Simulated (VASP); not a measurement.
Runs of VASP 6.6.1 on Al. The structure is that of space group Cm (No. 8), or close to it. The cells are those of the table. 

```tsv
cell	gap on the mesh (eV)	pressure (GPa)	largest force (eV/Å)
a = 2.814, b = 2.814, c = 18.705 Å, angles 81.7, 83.2, 60.0°, 8 atoms	none	1.6	(a)
a = 2.814, b = 2.814, c = 18.540 Å, angles 85.6, 86.7, 60.0°, 8 atoms	none	0.4	(b)
a = 2.814, b = 2.814, c = 18.735 Å, angles 81.4, 82.4, 60.0°, 8 atoms	none	2.0	1.98
a = 2.814, b = 2.814, c = 18.713 Å, angles 81.3, 83.5, 60.0°, 8 atoms	none	1.1	1.15
```

Alike in all rows: task single point; level PBE+D3(BJ); potentials or basis VASP PAW PBE potentials, release 64 (Al); no spin polarisation; k mesh 16 × 16 × 2; cutoff (eV) 520; smearing gaussian 0.15 eV.

**Question.** Fill in the values left out.

**Answer.** (a) 1.57; (b) 0.41.

Caveats: pairwise dispersion overbinds metals, which lowers pressure and volume; forces of over 1 eV/Å act on the atoms, so gaps and moduli don't describe the material at rest (some runs).

A gap of «none» marks levels without a gap at the run's occupations.
